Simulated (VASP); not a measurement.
Input of a VASP 6.6.1 run:

File INCAR:

```
SYSTEM = SiO2
ALGO = Normal ; EDIFF = 1E-6
EDIFFG = -0.005 ; ENCUT = 600
GGA = CA ; IBRION = 2
ISIF = 3 ; ISMEAR = 0
LASPH = .TRUE. ; LCHARG = .FALSE.
LREAL = .FALSE. ; LWAVE = .FALSE.
NELM = 80 ; NSW = 70
PREC = Accurate ; SIGMA = 0.02
```

Contents of KPOINTS:

```
k-points
0
G
  6 6 8
  0 0 0
```

The input POSCAR:

```
SiO2
1.0
    4.2359706577      0.0000000000      0.0000000000
    0.0000000000      4.2359706577      0.0000000000
    0.0000000000      0.0000000000      2.6905615463
Si O
2 4
Direct
    0.0000000000      0.0000000000      0.0000000000
    0.5000000000      0.5000000000      0.5000000000
    0.3069734713      0.3069734713      0.0000000000
    0.1930265287      0.8069734713      0.5000000000
    0.6930265287      0.6930265287      0.0000000000
    0.8069734713      0.1930265287      0.5000000000
```

Potentials or basis: VASP PAW LDA potentials, release 64 (Si, O).

Command:

```console
$ cat potpaw_LDA.64/Si/POTCAR potpaw_LDA.64/O/POTCAR > POTCAR
$ mpirun -np 1 vasp_std > vasp.out
```

What does it give for the relaxed cell?

a = 4.154 Å, b = 4.154 Å, c = 2.666 Å, α = 90.00°, β = 90.00°, γ = 90.00°.

Estimate the band gap on the k mesh.

5.78 eV, direct.

Estimate the space group after relaxing (to 0.05 Å).

P4_2/mnm (No. 136).

The path:
| step | energy change (eV) | largest force (eV/Å) | pressure (GPa) | volume (Å³) |
| --- | --- | --- | --- | --- |
| 1 | 0.0000 | 0.0898 | -13.47 | 48.28 |
| 2 | 0.0748 | 0.8529 | 21.30 | 43.71 |
| 3 | -0.0894 | 0.2789 | -0.37 | 46.26 |
| 4 | -0.0894 | 0.2873 | -0.07 | 46.23 |
| 5 | -0.0985 | 0.0412 | 0.27 | 45.97 |
| 6 | -0.0985 | 0.0403 | 0.29 | 45.97 |
| 7 | -0.0991 | 0.0002 | -0.31 | 46.03 |
| 8 | -0.0991 | 0.0085 | -0.17 | 46.02 |
| 9 | -0.0991 | 0.0115 | 0.17 | 45.98 |
| 10 | -0.0991 | 0.0009 | 0.00 | 46.00 |

A k mesh can miss the band edges. LDA usually gives volumes a few per cent too small.
